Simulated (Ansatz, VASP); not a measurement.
## Rh in VASP and in Ansatz

File INCAR:

```
SYSTEM = Rh
PREC = Accurate
ENCUT = 520
EDIFF = 1E-7
ISMEAR = 0
SIGMA = 0.15
LREAL = .False.
LASPH = .True.
NELM = 100
ALGO = Fast
ISIF = 2
LWAVE = .False.
LCHARG = .False.
GGA = PE
NBANDS = 22
```

The input KPOINTS:

```
regular mesh
0
Gamma
  24 24 14
  0 0 0
```

POSCAR

```
Rh
1.0
    2.8065327971      0.0000000000      0.0000000000
   -1.4032663985      2.4305286988      0.0000000000
    0.0000000000      0.0000000000      4.3848426969
Rh
2
Direct
    0.6666666667      0.3333333333      0.7500000000
    0.3333333333      0.6666666667      0.2500000000
```

Input for Ansatz:

```yaml
crystal:
  lattice:
    - [2.8065327971, 0.0, 0.0]
    - [-1.4032663985, 2.4305286988, 0.0]
    - [0.0, 0.0, 4.3848426969]
  atoms:
    - { symbol: Rh, position: [0.6666666667, 0.3333333333, 0.75] }
    - { symbol: Rh, position: [0.3333333333, 0.6666666667, 0.25] }
basis:
  ecutwfc: 420
kpoints:
  mp_grid: { grid: [24, 24, 14] }
hamiltonian:
  xc: pbe
scf:
  occupations: { method: gaussian, width: 0.15 }
output:
  forces: true
  stress: true
  eigenvalues: true
```

Change from the starting cell: strain +0.0300 x Voigt [1, 1, 0, 0, 0, 0], atoms carried along.

Alike in both runs: task single point; functional PBE; k mesh 24 × 24 × 14; occupations gaussian, width 0.15 eV; no spin polarisation.

|  | VASP | Ansatz |
| --- | --- | --- |
| version | VASP 6.6.1 | Ansatz 0.2.0 |
| potentials or method | VASP PAW PBE potentials, release 64 (Rh_pv), cutoff 520 eV | scalar-relativistic, plane waves, PAW |
| valence electrons in the cell | 30 | 34 |

VASP gave:

| Property | Result |
| --- | --- |
| gap on the k mesh at the Fermi level (eV) | none |
| pressure (GPa) | -12.3 |
| traceless stress, the component that is largest in VASP (GPa) | 3.71 |

Estimate Ansatz's values.

gap on the k mesh at the Fermi level (eV): none; pressure (GPa): -12.4; traceless stress, the component that is largest in VASP (GPa): 3.69.

A gap of «none» marks a metal or a gap that the smearing closes. VASP's potentials hold 30 valence electrons a cell and Ansatz's 34, so a difference there can come from the potentials and not from the codes.
